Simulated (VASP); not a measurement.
Runs of VASP 6.6.1 on HfC. The structure is that of space group P6_3/mmc (No. 194), or close to it. The cells are those of the table. 

```tsv
cell	gap on the mesh (eV)	pressure (GPa)
a = 3.398, b = 3.398, c = 5.288 Å, angles 90.0, 90.0, 120.0°, 4 atoms	none	(b)
a = 3.315, b = 3.315, c = 5.159 Å, angles 90.0, 90.0, 120.0°, 4 atoms	none	2.4
a = 3.343, b = 3.343, c = 5.203 Å, angles 90.0, 90.0, 120.0°, 4 atoms	none	-3.8
a = 3.424, b = 3.424, c = 5.330 Å, angles 90.0, 90.0, 120.0°, 4 atoms	none	-18.3
a = 3.451, b = 3.451, c = 5.371 Å, angles 90.0, 90.0, 120.0°, 4 atoms	none	-22.1
a = 3.370, b = 3.370, c = 5.246 Å, angles 90.0, 90.0, 120.0°, 4 atoms	none	-9.3
a = 3.286, b = 3.286, c = 5.115 Å, angles 90.0, 90.0, 120.0°, 4 atoms	none	(c)
a = 3.257, b = 3.257, c = 5.069 Å, angles 90.0, 90.0, 120.0°, 4 atoms	none	(a)
```

Alike in all rows: task single point; level r2SCAN; potentials or basis VASP PAW PBE potentials, release 64 (Hf_pv, C); no spin polarisation; k mesh 8 × 8 × 5; cutoff (eV) 520; smearing fermi-dirac 0.1 eV.

Q: Estimate the missing entries.

A: (a) 17.6; (b) -14.1; (c) 9.5.

Caveats: the PAW data sets were made with another functional, which shifts forces and pressure a little; spin-orbit coupling is left out, which moves the levels of the heavy elements; the cell stands under tension (at least some runs); the cell stands under pressure (at least some runs).

A k mesh can miss the band edges, and the runs leave out spin-orbit coupling on Hf.

A gap of «none» marks levels without a gap at the run's occupations.
